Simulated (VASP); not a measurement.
The system is TaSiO4.

```xyz
6
Lattice="5.4247 0.0000 0.0000 0.0000 5.4247 0.0000 0.0000 0.0000 3.0253" Properties=species:S:1:pos:R:3 pbc="T T T"
Ta    0.0000    0.0000    1.5127
Si    2.7124    2.7124    0.0000
O     3.5321    0.0000    1.5127
O     1.8926    0.0000    1.5127
O     0.0000    3.5321    1.5127
O     0.0000    1.8926    1.5127
```

Base run:

```yaml
Program: VASP 6.6.1
Functional: PBE
Potentials_or_basis: VASP PAW PBE potentials, release 64 (Ta_pv, Si, O)
Cutoff: 520 eV
k_mesh: 4 × 4 × 6
Occupations: gaussian, width 0.1 eV
Spin: no spin polarisation
```

Its results: pressure 0.6 GPa; largest force 0.162 eV/Å.

Task: The run is repeated on the same cell with these changes: potentials or basis from VASP PAW PBE potentials, release 64 (Ta_pv, Si, O) to VASP PAW PBE potentials, release 64 (Ta_sv_GW, Si, O); cutoff from 520 eV to 600 eV; further incar settings from ALGO = Normal; EDIFF = 1e-06; NBANDS = 28 to ALGO = Normal; EDIFF = 1e-06; NBANDS = 30; valence electrons from 39 to 41. What comes out?

Result: Pressure 0.2 GPa; largest force 0.090 eV/Å.

Caveats: an odd number of electrons without spin polarisation forces a metal; a magnetic or distorted state may lie lower.
